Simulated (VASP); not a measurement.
W, 1 atom in the cell. It takes space group R-3m (No. 166, trigonal). The conventional cell has a = 4.487 Å, b = 4.487 Å, c = 2.653 Å, α = 90.00°, β = 90.00°, γ = 120.00°. Within 3.5 Å of W (site symmetry -3m) lie 14 W at 2.65 to 3.14 Å. 

| Quantity | Value |
| --- | --- |
| Program | VASP 6.6.1 |
| Task | single point |
| Functional | LDA |
| Potentials or basis | VASP PAW LDA potentials, release 64 (W_sv) |
| Cutoff | 520 eV |
| k mesh | 20 × 20 × 20 |
| Occupations | gaussian, width 0.15 eV |
| Spin | no spin polarisation |
| Dipole correction | no |
| Further INCAR settings | ALGO = Fast; EDIFF = 1e-06; NBANDS = 13 |

Potentials or basis: VASP PAW LDA potentials, release 64 (W_sv).

Run with:

```sh
$ cat potpaw_LDA.64/W_sv/POTCAR > POTCAR
$ mpirun -np 1 vasp_std > vasp.out
```

Hardware: 1 thread of AMD EPYC 7R13, on a shared host.

Task: How long does it take, and how much memory?

Result: Run time: 3.1 min on 1 thread of AMD EPYC 7R13, on a shared host, peak memory 0.21 GiB. Counts: scf iterations 13, k points 781.
